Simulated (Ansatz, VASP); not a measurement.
One calculation of TaN, two programs

```
Ta N
1.0
     2.29324    0.00000    0.00000
     0.00000    2.29324    0.00000
     0.00000    0.00000    2.29324
Ta N
1 1
Direct
  0.00000 0.00000 0.00000
  0.50000 0.50000 0.50000
```

Change from the starting cell: volume scaled by 0.58, PAW files.

Alike in both runs: task single point; functional PBE; k mesh 14 × 14 × 14; occupations fermi-dirac, width 0.05 eV; no spin polarisation.

```csv
,VASP,Ansatz
version,VASP 6.6.1,Ansatz 0.2.0
potentials or method,"VASP PAW PBE potentials, release 64 (Ta_pv, N)","PAW with Ansatz's default frozen-core files, scalar-relativistic"
plane-wave cutoff (eV),520,420
valence electrons in the cell,16,18
```

Ansatz gave:

| Property | Result |
| --- | --- |
| pressure (GPa) | 553.7 |

Problem. What did VASP give for the same quantities?

Solution. Pressure (GPa): 569.3.

Both programs put the cell under a high pressure, so it lies far from rest at this level. VASP's potentials hold 16 valence electrons a cell and Ansatz's 18, so a difference there can come from the potentials and not from the codes.

Neither program's run includes spin-orbit coupling. Noted on VASP's run: the cell as given lies far from equilibrium.
